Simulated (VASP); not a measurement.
# AlRu (P1) in VASP: single point with LDA

Aim: the single point of AlRu with LDA.

All numbers are computed with VASP 6.6.1; they aren't measurements. Logs are shortened: lines on timing, memory, paths and dates and some standing lists are left out, and cuts for length are marked.

## 1. The cell of the first run

The typed cell holds 8 atoms: a = 5.100 Å, b = 4.954 Å, c = 5.393 Å, α = 112.18°, β = 110.80°, γ = 106.88°.

## 2. Single point, LDA

INCAR

```
SYSTEM = AlRu
PREC = Accurate
ENCUT = 520
EDIFF = 1E-7
ISMEAR = 0
SIGMA = 0.15
LREAL = .FALSE.
LASPH = .TRUE.
NELM = 60
ALGO = Fast
ISIF = 2
LWAVE = .FALSE.
LCHARG = .TRUE.
GGA = CA
LELF = .TRUE.
LVHAR = .TRUE.
NBANDS = 44
```

KPOINTS

```
regular mesh
0
G
  8 8 8
  0 0 0
```

POSCAR

```
AlRu
1.0
   -2.9210809733      2.8523753461      3.0563927058
    2.6969025749     -2.9484509814      2.9282899428
    3.0806062383      3.1079762464     -3.1524683411
Al Ru
4 4
Direct
    0.4975529146      0.5013070872      0.0018742126
   -0.0003711310     -0.0024987502     -0.0020257031
   -0.0010039809      0.5018068041      0.4993570690
    0.4978082942     -0.0033772071      0.4977664847
    0.4996853031      0.5010411471      0.4989524120
    0.0027514030     -0.0032118456      0.4982512922
    0.0035851301      0.5048777075      0.0036049388
    0.4999920671      0.0000550571      0.0022192939
```

Potentials or basis: VASP PAW LDA potentials, release 64 (Al, Ru_pv).

Command:

```console
cat potpaw_LDA.64/Al/POTCAR potpaw_LDA.64/Ru_pv/POTCAR > POTCAR
mpirun -np 1 vasp_std > vasp.out
```

OUTCAR:

```text
SYSTEM = AlRu
   PREC = Accurate
   ENCUT = 520
   EDIFF = 1E-7
   ISMEAR = 0
   LREAL = .FALSE.
   LASPH = .TRUE.
   NELM = 60
   ISIF = 2
   GGA = CA

 ion  position               nearest neighbor table
   1  0.498  0.501  0.002-   8 2.47   8 2.49   6 2.51   6 2.52   7 2.53   7 2.57   5 2.68   5 2.72
                             4 2.87   4 2.92   3 2.98   2 2.99   3 2.99   2 3.00
   2  1.000  0.998  0.998-   7 2.46   7 2.50   5 2.51   5 2.52   8 2.54   8 2.56   6 2.69   6 2.70
                             3 2.87   3 2.91   4 2.98   4 2.98   1 2.99   1 3.00
   3  0.999  0.502  0.499-   6 2.45   6 2.51   8 2.51   8 2.52   5 2.54   5 2.56   7 2.69   7 2.71
                             2 2.87   2 2.91   1 2.98   4 2.98   1 2.99   4 3.01
   4  0.498  0.997  0.498-   5 2.46   7 2.48   5 2.49   6 2.53   7 2.55   6 2.57   8 2.68   8 2.71
                             1 2.87   1 2.92   2 2.98   3 2.98   2 2.98   3 3.01
   5  0.500  0.501  0.499-   4 2.46   4 2.49   2 2.51   2 2.52   3 2.54   3 2.56   1 2.68   1 2.72
                             8 2.88   8 2.90   7 2.97   6 2.99   6 3.00   7 3.00
   6  0.003  0.997  0.498-   3 2.45   3 2.51   1 2.51   1 2.52   4 2.53   4 2.57   2 2.69   2 2.70
                             7 2.86   7 2.93   8 2.98   8 2.99   5 2.99   5 3.00
   7  0.004  0.505  0.004-   2 2.46   4 2.48   2 2.50   1 2.53   4 2.55   1 2.57   3 2.69   3 2.71
                             6 2.86   6 2.93   5 2.97   8 2.97   5 3.00   8 3.02
   8  0.500  0.000  0.002-   1 2.47   1 2.49   3 2.51   3 2.52   2 2.54   2 2.56   4 2.68   4 2.71
                             5 2.88   5 2.90   7 2.97   6 2.98   6 2.99   7 3.02

  LATTYP: Found a triclinic cell.
 ALAT       =     9.9614701814
 B/A-ratio  =     0.9689714537
 C/A-ratio  =     1.5166660933
 COS(alpha) =     0.0012551884
 COS(beta)  =     0.5594705814
 COS(gamma) =     0.8265256513

  Lattice vectors:

 A1 = (  -3.1452593717,   2.7562997108,   9.0410753544)
 A2 = (   2.6322494415,   2.9158249758,   8.8168969561)
 A3 = ( -14.4760985997,   2.5333248161,   3.5047495024)

Analysis of symmetry for initial positions (statically):
=====================================================================
 Subroutine PRICEL returns:
 Original cell was already a primitive cell.

 Routine SETGRP: Setting up the symmetry group for a
 triclinic supercell.

 Subroutine GETGRP returns: Found  1 space group operations
 (whereof  1 operations were pure point group operations)
 out of a pool of  2 trial point group operations.

The static configuration has the point symmetry C_1 .

Analysis of symmetry for dynamics (positions and initial velocities):
=====================================================================
 Subroutine PRICEL returns:
 Original cell was already a primitive cell.

 Routine SETGRP: Setting up the symmetry group for a
 triclinic supercell.

 Subroutine GETGRP returns: Found  1 space group operations
 (whereof  1 operations were pure point group operations)
 out of a pool of  2 trial point group operations.

The dynamic configuration has the point symmetry C_1 .

 Subroutine INISYM returns: Found  1 space group operations
 (whereof  1 operations are pure point group operations),
 and found     1 'primitive' translations

----------------------------------------------------------------------------------------

                                     Primitive cell

  volume of cell :     102.7951

  direct lattice vectors                    reciprocal lattice vectors
    -2.921080973  2.852375346  3.056392706     0.001885721  0.170463513  0.169900425
     2.696902575 -2.948450981  2.928289943     0.179884302 -0.002013007  0.173799153
     3.080606238  3.107976246 -3.152468341     0.168920617  0.163398555  0.008950679

  length of vectors
     5.100028974  4.953940722  5.393302123     0.240681366  0.250137082  0.235187961

  position of ions in fractional coordinates (direct lattice)
     0.497552915  0.501307087  0.001874213
     0.999628869  0.997501250  0.997974297
     0.998996019  0.501806804  0.499357069
     0.497808294  0.996622793  0.497766485
     0.499685303  0.501041147  0.498952412
     0.002751403  0.996788154  0.498251292
     0.003585130  0.504877708  0.003604939
     0.499992067  0.000055057  0.002219294

  ion indices of the primitive-cell ions
   primitive index   ion index
                 1           1
                 2           2
                 3           3
                 4           4
                 5           5
                 6           6
                 7           7
                 8           8

----------------------------------------------------------------------------------------

 KPOINTS: regular mesh

Automatic generation of k-mesh.
 Grid dimensions read from file:
 generate k-points for:    8    8    8

 Generating k-lattice:

  Cartesian coordinates                     Fractional coordinates (reciprocal lattice)
     0.000235715  0.021307939  0.021237553     0.125000000  0.000000000 -0.000000000
     0.022485538 -0.000251626  0.021724894     0.000000000  0.125000000 -0.000000000
     0.021115077  0.020424819  0.001118835    -0.000000000  0.000000000  0.125000000

  Length of vectors
     0.030085171  0.031267135  0.029398495

  Shift w.r.t. Gamma in fractional coordinates (k-lattice)
     0.000000000  0.000000000  0.000000000

 Subroutine IBZKPT returns following result:
 ===========================================

 Found    260 irreducible k-points:

 Following reciprocal coordinates:
            Coordinates               Weight
  0.000000  0.000000  0.000000      1.000000
  0.125000 -0.000000 -0.000000      2.000000
  0.250000 -0.000000 -0.000000      2.000000
  0.375000 -0.000000  0.000000      2.000000
  0.500000 -0.000000 -0.000000      1.000000
  0.000000  0.125000  0.000000      2.000000
[... 16 lines left out ...]
  0.125000  0.375000  0.000000      2.000000
  0.250000  0.375000  0.000000      2.000000
 [... further k-points ...]
   k-points           NKPTS =    260   k-points in BZ     NKDIM =    260   number of bands    NBANDS=     44
   number of dos      NEDOS =    301   number of ions     NIONS =      8
   total plane-waves  NPLWV =  64000
   dimension x,y,z NGX =    40 NGY =   40 NGZ =   40
   dimension x,y,z NGXF=    80 NGYF=   80 NGZF=   80
   ions per type =               4   4
   NGX,Y,Z   is equivalent  to a cutoff of  13.04, 13.42, 12.33 a.u.
   NGXF,Y,Z  is equivalent  to a cutoff of  26.08, 26.85, 24.66 a.u.
 SYSTEM =  AlRu
   PREC   = accura    normal or accurate (medium, high low for compatibility)
   ISTART =      0    job   : 0-new  1-cont  2-samecut
   ICHARG =      2    charge: 1-file 2-atom 10-const
   ISPIN  =      1    spin polarized calculation?
   LNONCOLLINEAR =      F non collinear calculations
   LSORBIT =      F    spin-orbit coupling
   LASPH  =      T    aspherical Exc in radial PAW
   ENCUT  =  520.0 eV  38.22 Ry    6.18 a.u.   9.48  9.21 10.03*2*pi/ulx,y,z
   NELM   =     60;   NELMIN=  2; NELMDL= -5     # of ELM steps
   EDIFF  = 0.1E-06   stopping-criterion for ELM
   LREAL  =      F    real-space projection
   EDIFFG = 0.1E-05   stopping-criterion for IOM
   NSW    =      0    number of steps for IOM
   IBRION =     -1    ionic relax: 0-MD 1-quasi-New 2-CG
   NFREE  =      0    steps in history (QN), initial steepest desc. (CG)
   ISIF   =      2    stress and relaxation
   ISYM   =      2    0-nonsym 1-usesym 2-fastsym
   POTIM  = 0.5000    time-step for ionic-motion
   TEBEG  =    0.0;   TEEND  =   0.0 temperature during run
   PSTRESS=    0.0 pullay stress
   NELECT =      68.0000    total number of electrons
   NUPDOWN=      -1.0000    fix difference up-down
   EMIN   =  10.00;   EMAX   =-10.00  energy-range for DOS
   EFERMI =   0.00;   METHOD = LEGACY
   ISMEAR =     0;   SIGMA  =   0.15  broadening in eV -4-tet -1-fermi 0-gaus
   EFERMI_NEDOS =   21; number of points for ismear=-14 and -15
   IALGO  =     68    algorithm
   IMIX   =      4    mixing-type and parameters
     AMIX     =   0.40;   BMIX     =  1.00
     AMIX_MAG =   1.60;   BMIX_MAG =  1.00
  volume/ion in A,a.u.               =      12.85        86.71
  Fermi-wavevector in a.u.,A,eV,Ry     =   1.426441  2.695582 27.684223  2.034733
  Thomas-Fermi vector in A             =   2.546717
   LORBIT       =      0    0 simple, 1 ext, 2 COOP (PROOUT), +10 PAW based schemes
   GGA     = CA    functional components
   LHFCALC =     F    Hartree Fock is set to
   AEXX    =    0.0000 exact exchange contribution
   IVDW    =     0    specifies the selected vdW correction
   LEPSILON=     F    determine dielectric tensor
   LRPA    =     F    only Hartree local field effects (RPA)
 non-spin polarized calculation
 RMM-DIIS sequential band-by-band and
 Gauss-broadening in eV      SIGMA  =   0.15
  energy-cutoff  :      520.00
  volume of cell :      102.80
 maximum number of plane-waves:      2791
 NGX is ok and might be reduce to    40
   NGX = 19   NGY = 19   NGZ = 21

 number of electron      67.9999999 magnetization

 Free energy of the ion-electron system (eV)
  ---------------------------------------------------
  ext. energy  EPLUGINS =         0.00000000
  ---------------------------------------------------
  free energy    TOTEN  =       -64.29204892 eV

  energy without entropy =      -64.22422087  energy(sigma->0) =      -64.25813489

 E-fermi :  11.1134     XC(G=0): -12.9990

 val. band max:       11.1129275173   @ k =  -0.2500   0.2500   0.5000
 cond. band min:      11.1201720673   @ k =   0.5000  -0.1250   0.3750
 fundamental gap:      0.0072445499
 Fermi energy:        11.1134428802

 k-point     1 :       0.0000    0.0000    0.0000
  band No.  band energies     occupation
      1     -30.7126      2.00000
      2     -30.7098      2.00000
      3     -30.6954      2.00000
      4     -30.6794      2.00000
      5     -30.6750      2.00000
      6     -30.6697      2.00000
[... 36 lines left out ...]
     43      16.9629      0.00000
     44      17.0793      0.00000

 k-point     2 :       0.1250   -0.0000   -0.0000
  band No.  band energies     occupation
      1     -30.7127      2.00000
      2     -30.7100      2.00000
      3     -30.6880      2.00000
      4     -30.6707      2.00000
      5     -30.6691      2.00000
      6     -30.6612      2.00000
[... 36 lines left out ...]
     43      16.8035      0.00000
     44      16.8536      0.00000

 k-point     3 :       0.2500   -0.0000   -0.0000
  band No.  band energies     occupation
      1     -30.7131      2.00000
      2     -30.7104      2.00000
      3     -30.6667      2.00000
      4     -30.6517      2.00000
      5     -30.6454      2.00000
      6     -30.6369      2.00000
[... 36 lines left out ...]
     43      17.0024      0.00000
     44      17.2094      0.00000

 k-point     4 :       0.3750   -0.0000    0.0000
  band No.  band energies     occupation
      1     -30.7135      2.00000
      2     -30.7109      2.00000
      3     -30.6348      2.00000
      4     -30.6244      2.00000
      5     -30.6079      2.00000
      6     -30.6009      2.00000
[... 882 lines left out ...]
     43      17.7201      0.00000
     44      17.7979      0.00000

 k-point    23 :       0.1250    0.3750    0.0000
  band No.  band energies     occupation
      1     -30.6867      2.00000
      2     -30.6719      2.00000
      3     -30.6399      2.00000
      4     -30.6127      2.00000
      5     -30.5962      2.00000
      6     -30.5777      2.00000
[... 36 lines left out ...]
     43      17.1420      0.00000
     44      18.3127      0.00000

 k-point    24 :       0.2500    0.3750    0.0000
  band No.  band energies     occupation
      1     -30.6687      2.00000
      2     -30.6449      2.00000
      3     -30.6418      2.00000
      4     -30.6318      2.00000
      5     -30.6110      2.00000
      6     -30.5952      2.00000
[... 36 lines left out ...]
     43      17.7044      0.00000
     44      17.9918      0.00000

 [... further k-points ...]
[... 5 lines left out ...]
  --------------------------------------------------------------------------------------
  -------------------------------------------------------------------------------------
  Total        4.6161174      0.8201966      0.3346137     -4.1937246      1.6780987      6.3284392
  in kB       71.9474083     12.7836918      5.2153324    -65.3639385     26.1550650     98.6358785
  external PRESSURE =      29.9821442 kB  Pullay stress =       0.0000000 kB

 VOLUME and BASIS-vectors are now :
 -----------------------------------------------------------------------------
  energy-cutoff  :      520.00
  volume of cell :      102.80
      direct lattice vectors                 reciprocal lattice vectors
    -2.921080973  2.852375346  3.056392706     0.001885721  0.170463513  0.169900425
     2.696902575 -2.948450981  2.928289943     0.179884302 -0.002013007  0.173799153
     3.080606238  3.107976246 -3.152468341     0.168920617  0.163398555  0.008950679

 POSITION                                       TOTAL-FORCE (eV/Angst)
 -----------------------------------------------------------------------------------
     -0.09564     -0.05305      2.98278        -0.235810      0.063063      0.038774
      2.84453      3.01191      2.83015         0.186012     -0.148930      0.104269
     -0.02650      2.92195      2.94855        -0.157290      0.232645     -0.167715
      2.76708      0.02849      2.87071         0.219283      0.209568      0.347860
      1.42871      1.49873      1.42150        -0.046553      0.161194     -0.186451
      4.21512     -1.38258      1.35657         0.440163     -0.261724      0.093258
      1.36224     -1.46718      1.47802        -0.316022     -0.185351     -0.388996
     -1.45353      1.43290      1.52134        -0.089783     -0.070466      0.159001
 -----------------------------------------------------------------------------------
    total drift:                                0.000138     -0.000095     -0.000074

  FREE ENERGIE OF THE ION-ELECTRON SYSTEM (eV)
  ---------------------------------------------------
  free  energy   TOTEN  =       -64.2920489155 eV

  energy  without entropy=      -64.2242208664  energy(sigma->0) =      -64.25813489
```

Wall time 19 min (1 thread of AMD EPYC 9R45 (Zen 5), shared host); peak memory 0.8 GiB.

What came out:

| Quantity | Value |
| --- | --- |
| Free energy | -64.2920 eV |
| Pressure | 3.0 GPa |
| Largest force | 0.534 eV/Å |
| Band gap on the k mesh | zero (bands 34 and 35 overlap by 2.70 eV) |

Forces in eV/Å, atoms in the order of the input:
```
Al  -0.236  0.063  0.039
Al   0.186 -0.149  0.104
Al  -0.157  0.233 -0.168
Al   0.219  0.210  0.348
Ru  -0.047  0.161 -0.186
Ru   0.440 -0.262  0.093
Ru  -0.316 -0.185 -0.389
Ru  -0.090 -0.070  0.159
```
